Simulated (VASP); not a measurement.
# CdS (P6_3/mmc) in VASP: further runs

The runs below take CdS through single point, relaxation of cell and atoms, with PBEsol.

Everything below comes from runs of VASP 6.6.1. Logs are shortened: lines on timing, memory, paths and dates and some standing lists are left out, and cuts for length are marked.

### Step 1. The cell of the first run

Symmetry: P6_3/mmc, No. 194, hexagonal system. The conventional cell has a = 3.810 Å, b = 3.810 Å, c = 6.362 Å, α = 90.00°, β = 90.00°, γ = 120.00°. Cd (site symmetry -3m) has 6 S at 2.71 Å and 2 Cd at 3.18 Å within 3.6 Å. S (site symmetry -6m2) has 6 Cd at 2.71 Å within 3.6 Å.

### Step 2. Single point, PBEsol

The input, INCAR:

```
SYSTEM = CdS
ALGO = Normal
EDIFF = 1E-6
ENCUT = 630
GGA = PS
GGA_COMPAT = .False.
ISIF = 2
ISMEAR = -1
LASPH = .True.
LCHARG = .False.
LREAL = .False.
LWAVE = .False.
NBANDS = 34
NELM = 120
PREC = Accurate
SIGMA = 0.03
```

The input, KPOINTS:

```
k-points
0
Gamma
  6 6 4
  0 0 0
```

The input, POSCAR:

```
CdS
1.0
    3.8096412688      0.0000000000      0.0000000000
   -1.9048206344      3.2992461181      0.0000000000
    0.0000000000      0.0000000000      6.3621338878
Cd S
2 2
Direct
    0.0000000000      0.0000000000      0.0000000000
    0.0000000000      0.0000000000      0.5000000000
    0.3333333333      0.6666666667      0.2500000000
    0.6666666667      0.3333333333      0.7500000000
```

Potentials or basis: VASP PAW PBE potentials, release 64 (Cd_sv_GW, S).

Run with:

```bash
$ cat potpaw_PBE.64/Cd_sv_GW/POTCAR potpaw_PBE.64/S/POTCAR > POTCAR
$ mpirun -np 1 vasp_std > vasp.out
```

OUTCAR:

```text
SYSTEM = CdS
   EDIFF = 1E-6
   ENCUT = 630
   GGA = PS
   ISIF = 2
   ISMEAR = -1
   LASPH = .True.
   LREAL = .False.
   NELM = 120
   PREC = Accurate

 ion  position               nearest neighbor table
   1  0.000  0.000  0.000-   3 2.71   4 2.71   4 2.71   3 2.71   4 2.71   3 2.71
   2  0.000  0.000  0.500-   3 2.71   4 2.71   4 2.71   3 2.71   4 2.71   3 2.71
   3  0.333  0.667  0.250-   1 2.71   2 2.71   1 2.71   2 2.71   1 2.71   2 2.71
   4  0.667  0.333  0.750-   1 2.71   2 2.71   1 2.71   2 2.71   1 2.71   2 2.71

  LATTYP: Found a hexagonal cell.
 ALAT       =     3.8096412688
 C/A-ratio  =     1.6700086541

  Lattice vectors:

 A1 = (   3.8096412688,   0.0000000000,   0.0000000000)
 A2 = (  -1.9048206344,   3.2992461181,   0.0000000000)
 A3 = (   0.0000000000,   0.0000000000,   6.3621338878)

Analysis of symmetry for initial positions (statically):
=====================================================================
 Subroutine PRICEL returns:
 Original cell was already a primitive cell.

 Routine SETGRP: Setting up the symmetry group for a
 hexagonal supercell.

 Subroutine GETGRP returns: Found 24 space group operations
 (whereof 12 operations were pure point group operations)
 out of a pool of 24 trial point group operations.

The static configuration has the point symmetry D_3d.
 The point group associated with its full space group is D_6h.

Analysis of symmetry for dynamics (positions and initial velocities):
=====================================================================
 Subroutine PRICEL returns:
 Original cell was already a primitive cell.

 Routine SETGRP: Setting up the symmetry group for a
 hexagonal supercell.

 Subroutine GETGRP returns: Found 24 space group operations
 (whereof 12 operations were pure point group operations)
 out of a pool of 24 trial point group operations.

The dynamic configuration has the point symmetry D_3d.
 The point group associated with its full space group is D_6h.

 Subroutine INISYM returns: Found 24 space group operations
 (whereof 12 operations are pure point group operations),
 and found     1 'primitive' translations

----------------------------------------------------------------------------------------

                                     Primitive cell

  volume of cell :      79.9653

  direct lattice vectors                    reciprocal lattice vectors
     3.809641269  0.000000000  0.000000000     0.262491907  0.151549773  0.000000000
    -1.904820634  3.299246118  0.000000000     0.000000000  0.303099546  0.000000000
     0.000000000  0.000000000  6.362133888     0.000000000  0.000000000  0.157179968

  length of vectors
     3.809641269  3.809641269  6.362133888     0.303099546  0.303099546  0.157179968

  position of ions in fractional coordinates (direct lattice)
     0.000000000  0.000000000  0.000000000
     0.000000000  0.000000000  0.500000000
     0.333333333  0.666666667  0.250000000
     0.666666667  0.333333333  0.750000000

  ion indices of the primitive-cell ions
   primitive index   ion index
                 1           1
                 2           2
                 3           3
                 4           4

----------------------------------------------------------------------------------------

 KPOINTS: k-points

Automatic generation of k-mesh.
 Grid dimensions read from file:
 generate k-points for:    6    6    4

 Generating k-lattice:

  Cartesian coordinates                     Fractional coordinates (reciprocal lattice)
     0.043748651  0.025258295  0.000000000     0.166666667 -0.000000000  0.000000000
     0.000000000  0.050516591  0.000000000     0.000000000  0.166666667  0.000000000
     0.000000000  0.000000000  0.039294992     0.000000000  0.000000000  0.250000000

  Length of vectors
     0.050516591  0.050516591  0.039294992

  Shift w.r.t. Gamma in fractional coordinates (k-lattice)
     0.000000000  0.000000000  0.000000000

 Subroutine IBZKPT returns following result:
 ===========================================

 Found     21 irreducible k-points:

 Following reciprocal coordinates:
            Coordinates               Weight
  0.000000  0.000000  0.000000      1.000000
  0.166667  0.000000  0.000000      6.000000
  0.333333  0.000000  0.000000      6.000000
  0.500000  0.000000  0.000000      3.000000
  0.166667  0.166667  0.000000      6.000000
  0.333333  0.166667  0.000000     12.000000
[... 13 lines left out ...]
  0.333333  0.166667  0.500000     12.000000
  0.333333  0.333333  0.500000      2.000000
   k-points           NKPTS =     21   k-points in BZ     NKDIM =     21   number of bands    NBANDS=     34
   number of dos      NEDOS =    301   number of ions     NIONS =      4
   total plane-waves  NPLWV =  55296
   dimension x,y,z NGX =    32 NGY =   32 NGZ =   54
   dimension x,y,z NGXF=    64 NGYF=   64 NGZF=  108
   ions per type =               2   2
   NGX,Y,Z   is equivalent  to a cutoff of  13.96, 13.96, 14.11 a.u.
   NGXF,Y,Z  is equivalent  to a cutoff of  27.93, 27.93, 28.22 a.u.
 SYSTEM =  CdS
   PREC   = accura    normal or accurate (medium, high low for compatibility)
   ISTART =      0    job   : 0-new  1-cont  2-samecut
   ICHARG =      2    charge: 1-file 2-atom 10-const
   ISPIN  =      1    spin polarized calculation?
   LNONCOLLINEAR =      F non collinear calculations
   LSORBIT =      F    spin-orbit coupling
   LASPH  =      T    aspherical Exc in radial PAW
   ENCUT  =  630.0 eV  46.30 Ry    6.80 a.u.   7.80  7.80 13.02*2*pi/ulx,y,z
   NELM   =    120;   NELMIN=  2; NELMDL= -5     # of ELM steps
   EDIFF  = 0.1E-05   stopping-criterion for ELM
   LREAL  =      F    real-space projection
   EDIFFG = 0.1E-04   stopping-criterion for IOM
   NSW    =      0    number of steps for IOM
   IBRION =     -1    ionic relax: 0-MD 1-quasi-New 2-CG
   NFREE  =      0    steps in history (QN), initial steepest desc. (CG)
   ISIF   =      2    stress and relaxation
   ISYM   =      2    0-nonsym 1-usesym 2-fastsym
   POTIM  = 0.5000    time-step for ionic-motion
   TEBEG  =    0.0;   TEEND  =   0.0 temperature during run
   PSTRESS=    0.0 pullay stress
   NELECT =      52.0000    total number of electrons
   NUPDOWN=      -1.0000    fix difference up-down
   EMIN   =  10.00;   EMAX   =-10.00  energy-range for DOS
   EFERMI =   0.00;   METHOD = LEGACY
   ISMEAR =    -1;   SIGMA  =   0.03  broadening in eV -4-tet -1-fermi 0-gaus
   EFERMI_NEDOS =   21; number of points for ismear=-14 and -15
   IALGO  =     38    algorithm
   IMIX   =      4    mixing-type and parameters
     AMIX     =   0.40;   BMIX     =  1.00
     AMIX_MAG =   1.60;   BMIX_MAG =  1.00
  volume/ion in A,a.u.               =      19.99       134.91
  Fermi-wavevector in a.u.,A,eV,Ry     =   1.418324  2.680243 27.370059  2.011643
  Thomas-Fermi vector in A             =   2.539461
   LORBIT       =      0    0 simple, 1 ext, 2 COOP (PROOUT), +10 PAW based schemes
   GGA     = PS    functional components
   LHFCALC =     F    Hartree Fock is set to
   AEXX    =    0.0000 exact exchange contribution
   IVDW    =     0    specifies the selected vdW correction
   LEPSILON=     F    determine dielectric tensor
   LRPA    =     F    only Hartree local field effects (RPA)
 non-spin polarized calculation
  energy-cutoff  :      630.00
  volume of cell :       79.97
 maximum number of plane-waves:      2888
 NGX is ok and might be reduce to    32
   NGX = 15   NGY = 15   NGZ = 27

 number of electron      52.0000020 magnetization

 Free energy of the ion-electron system (eV)
  ---------------------------------------------------
  ext. energy  EPLUGINS =         0.00000000
  ---------------------------------------------------
  free energy    TOTEN  =       -13.28194625 eV

  energy without entropy =      -13.28194572  energy(sigma->0) =      -13.28194598

 E-fermi :   5.3694     XC(G=0): -10.8423

 val. band max:        5.0117553589   @ k =   0.0000   0.0000   0.0000
 cond. band min:       5.6656848524   @ k =   0.0000   0.0000   0.0000
 fundamental gap:      0.6539294934
 Fermi energy:         5.3693723897

 k-point     1 :       0.0000    0.0000    0.0000
  band No.  band energies     occupation
      1     -96.6058      2.00000
      2     -96.6051      2.00000
      3     -57.7166      2.00000
      4     -57.7009      2.00000
      5     -57.6985      2.00000
      6     -57.6985      2.00000
[... 26 lines left out ...]
     33      14.0928      0.00000
     34      14.3021      0.00000

 k-point     2 :       0.1667    0.0000    0.0000
  band No.  band energies     occupation
      1     -96.6058      2.00000
      2     -96.6051      2.00000
      3     -57.7165      2.00000
      4     -57.7010      2.00000
      5     -57.6990      2.00000
      6     -57.6987      2.00000
[... 26 lines left out ...]
     33      12.8543      0.00000
     34      13.3698      0.00000

 k-point     3 :       0.3333    0.0000    0.0000
  band No.  band energies     occupation
      1     -96.6058      2.00000
      2     -96.6051      2.00000
      3     -57.7164      2.00000
      4     -57.7009      2.00000
      5     -57.6998      2.00000
      6     -57.6988      2.00000
[... 26 lines left out ...]
     33      12.6947      0.00000
     34      14.6452      0.00000
[... 593 lines left out ...]
 k-point    20 :       0.3333    0.1667    0.5000
  band No.  band energies     occupation
      1     -96.6054      2.00000
      2     -96.6054      2.00000
      3     -57.7086      2.00000
      4     -57.7086      2.00000
      5     -57.6993      2.00000
      6     -57.6993      2.00000
[... 26 lines left out ...]
     33      13.9411      0.00000
     34      13.9412      0.00000

 k-point    21 :       0.3333    0.3333    0.5000
  band No.  band energies     occupation
      1     -96.6054      2.00000
      2     -96.6054      2.00000
      3     -57.7086      2.00000
      4     -57.7086      2.00000
      5     -57.6991      2.00000
      6     -57.6991      2.00000
[... 26 lines left out ...]
     33      13.5815      0.00000
     34      13.5815      0.00000

------------------------ aborting loop because EDIFF is reached ----------------------------------------

  FORCE on cell =-STRESS in cart. coord.  units (eV):
  Direction    XX          YY          ZZ          XY          YZ          ZX
  --------------------------------------------------------------------------------------
  -------------------------------------------------------------------------------------
  Total       -0.0439173     -0.0439173     -0.0540664      0.0000000      0.0000000      0.0000000
  in kB       -0.8799222     -0.8799222     -1.0832690      0.0000000      0.0000000      0.0000000
  external PRESSURE =      -0.9477045 kB  Pullay stress =       0.0000000 kB

 VOLUME and BASIS-vectors are now :
 -----------------------------------------------------------------------------
  energy-cutoff  :      630.00
  volume of cell :       79.97
      direct lattice vectors                 reciprocal lattice vectors
     3.809641269  0.000000000  0.000000000     0.262491907  0.151549773  0.000000000
    -1.904820634  3.299246118  0.000000000     0.000000000  0.303099546  0.000000000
     0.000000000  0.000000000  6.362133888     0.000000000  0.000000000  0.157179968

 POSITION                                       TOTAL-FORCE (eV/Angst)
 -----------------------------------------------------------------------------------
      0.00000      0.00000      0.00000         0.000000      0.000000     -0.000000
      0.00000      0.00000      3.18107         0.000000      0.000000     -0.000000
     -0.00000      2.19950      1.59053        -0.000000      0.000000     -0.000000
      1.90482      1.09975      4.77160         0.000000     -0.000000      0.000000
 -----------------------------------------------------------------------------------
    total drift:                                0.000000     -0.000000      0.000000

  FREE ENERGIE OF THE ION-ELECTRON SYSTEM (eV)
  ---------------------------------------------------
  free  energy   TOTEN  =       -13.2819462468 eV

  energy  without entropy=      -13.2819457211  energy(sigma->0) =      -13.28194598
```

Wall time 53 s (1 thread of Intel Xeon Platinum 8488C (Sapphire Rapids), shared host); peak memory 0.26 GiB.

Results:

| Quantity | Value |
| --- | --- |
| Free energy | -13.2819 eV |
| Pressure | -0.1 GPa |
| Band gap on the k mesh | 0.65 eV |

Caveat: semilocal functionals underestimate gaps, and a narrow one can read as zero; the PAW data sets were made with another functional, which shifts forces and pressure a little. A k mesh can miss the band edges.

### Step 3. Relaxation of cell and atoms, PBEsol

This run uses another cell than the first one, of 16.96 Å³/atom.

The input, INCAR:

```
  PREC = Accurate
  ENCUT = 630
  EDIFF = 1E-7
  ISMEAR = -1
  SIGMA = 0.03
  LREAL = F
  LASPH = T
  NELM = 120
  ALGO = Normal
  ISIF = 3
  LWAVE = F
  LCHARG = F
  GGA = PS
  IBRION = 2
  NSW = 100
  EDIFFG = -0.01
  GGA_COMPAT = F
  NELMIN = 4
```

The input, KPOINTS:

```
Automatic mesh
0
Gamma
  6 6 4
```

The input, POSCAR:

```
CdS
1.0
    3.6358161300      0.0000000000      0.0000000000
   -1.8179080650      3.1487091321      0.0000000000
    0.0000000000      0.0000000000      5.9263802919
Cd S
2 2
Direct
    0.0000000000      0.0000000000      0.0000000000
    0.0000000000      0.0000000000      0.5000000000
    0.3333333333      0.6666666667      0.2500000000
    0.6666666667      0.3333333333      0.7500000000
```

Potentials or basis: VASP PAW PBE potentials, release 64 (Cd_sv_GW, S).

Run with:

```bash
$ cat potpaw_PBE.64/Cd_sv_GW/POTCAR potpaw_PBE.64/S/POTCAR > POTCAR
$ mpirun -np 1 vasp_std > vasp.out
```

It took 3.7 min on 1 thread of Intel Xeon 6975P-C (Granite Rapids), shared host; peak memory 0.25 GiB.

The run converged. Its results:

* Free energy: -13.2446 eV
* Relaxed volume: 19.83 Å³/atom
* Relaxed cell: a = 3.801 Å, b = 3.801 Å, c = 6.339 Å, α = 90.00°, β = 90.00°, γ = 120.00°
* Space group after relaxing (to 0.1 Å): P6_3/mmc (No. 194)
* Energy gained by relaxing: 160.5 meV/atom
* Ionic steps: 9
* Pressure after relaxing: -0.1 GPa
* Band gap on the k mesh: 0.69 eV

The path:
```tsv
step	energy change (eV)	largest force (eV/Å)	pressure (GPa)	volume (Å³)
1	0.0000	0.0000	20.26	67.85
2	-0.2527	0.0000	-9.17	91.15
3	-0.6399	0.0000	-0.25	79.54
4	-0.6400	0.0000	0.03	79.30
5	-0.6414	0.0000	0.05	79.25
6	-0.6421	0.0000	0.08	79.19
7	-0.6421	0.0000	0.08	79.19
8	-0.6422	0.0000	0.08	79.19
9	-0.6422	0.0000	-0.07	79.32
```

Final structure:
```yaml
crystal:
  lattice:
    - [3.80124, 0.00000, 0.00000]
    - [-1.90062, 3.29197, 0.00000]
    - [0.00000, 0.00000, 6.33874]
  atoms:
    - { symbol: Cd, position: [0.00000, 0.00000, 0.00000] }
    - { symbol: Cd, position: [0.00000, 0.00000, 0.50000] }
    - { symbol: S, position: [0.33333, 0.66667, 0.25000] }
    - { symbol: S, position: [0.66667, 0.33333, 0.75000] }
```

Levels at points of the mesh, in eV from the valence-band top:
```tsv
k point	band 24	band 25	band 26	band 27	band 28	band 29
(0.00, 0.00, 0.00)	-0.89	0.00	0.00	0.69	3.23	6.57
(0.50, 0.00, 0.00)	-2.29	-1.59	-0.03	2.59	3.62	3.71
(0.00, 0.00, 0.50)	-0.41	-0.41	-0.41	3.10	3.10	6.73
(0.50, 0.00, 0.50)	-1.42	-1.29	-1.29	2.02	2.02	5.75
```

Caveat: the volume moved by over 15 % at a fixed basis, so the end points are rough; semilocal functionals underestimate gaps, and a narrow one can read as zero; the PAW data sets were made with another functional, which shifts forces and pressure a little. A k mesh can miss the band edges.
